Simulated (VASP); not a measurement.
# CaHN: single point with LDA

CaHN:

```
Ca H N
1.0
    -1.76404    1.76404    2.83903
     1.76404   -1.76404    2.83903
     1.76404    1.76404   -2.83903
Ca H N
1 1 1
Direct
  0.05172 0.05172 0.00000
  0.63994 0.63994 0.00000
  0.45835 0.45835 0.00000
```

```yaml
Program: VASP 6.6.1
Task: single point
Functional: LDA
Potentials_or_basis: VASP PAW LDA potentials, release 64 (Ca_sv, H, N)
Cutoff: 520 eV
k_mesh: 7 × 7 × 7
Occupations: gaussian, width 0.01 eV
Spin: no spin polarisation
```

```yaml
Pressure: -4.3 GPa
Largest_force: 0.543 eV/Å
Band_gap_on_the_k_mesh: 2.09 eV, direct
```

Forces on the atoms (eV/Å):
```
Ca   0.000  0.000  0.141
H    0.000  0.000  0.402
N    0.000  0.000 -0.543
```

Stress tensor (GPa, compression positive):
```
-4.73  0.00  0.00
 0.00 -4.73  0.00
 0.00  0.00 -3.40
```

Levels at points of the mesh, in eV from the valence-band top:
```csv
k point,band 6,band 7,band 8,band 9,band 10,band 11
"(0.00, 0.00, 0.00)",-3.57,0.00,0.00,2.09,4.23,5.33
```

Run time: 34 s on 1 thread of Intel Xeon 8259CL, on a shared host, peak memory 0.15 GiB.
